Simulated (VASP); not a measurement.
Input of a VASP 6.6.1 run:

The input INCAR:

```
SYSTEM = Cr
PREC = Accurate
ENCUT = 500
EDIFF = 1E-6
ISMEAR = 0
SIGMA = 0.05
LREAL = .False.
LASPH = .True.
NELM = 200
ALGO = Normal
ISIF = 2
LWAVE = .False.
LCHARG = .True.
ISPIN = 2
MAGMOM = 0.3
LORBIT = 11
LMAXMIX = 4
GGA = CA
LELF = .True.
LVHAR = .True.
NBANDS = 16
GGA_COMPAT = .False.
```

The input KPOINTS:

```
regular mesh
0
Gamma
  14 14 14
  0 0 0
```

The input POSCAR:

```
Cr
1.0
   -1.4419500000      1.4419500000      1.4419500000
    1.4419500000     -1.4419500000      1.4419500000
    1.4419500000      1.4419500000     -1.4419500000
Cr
1
Direct
    0.0000000000      0.0000000000      0.0000000000
```

Potentials or basis: VASP PAW LDA potentials, release 64 (Cr_pv).

Command:

```sh
$ cat potpaw_LDA.64/Cr_pv/POTCAR > POTCAR
$ mpirun -np 1 vasp_std > vasp.out
```

(1) Estimate the net moment.

(2) Estimate the band gap on the k mesh.

(3) Estimate the pressure.

Results:

(1) 0.00 μB per cell.

(2) zero (filled and empty bands overlap).

(3) -24.6 GPa.
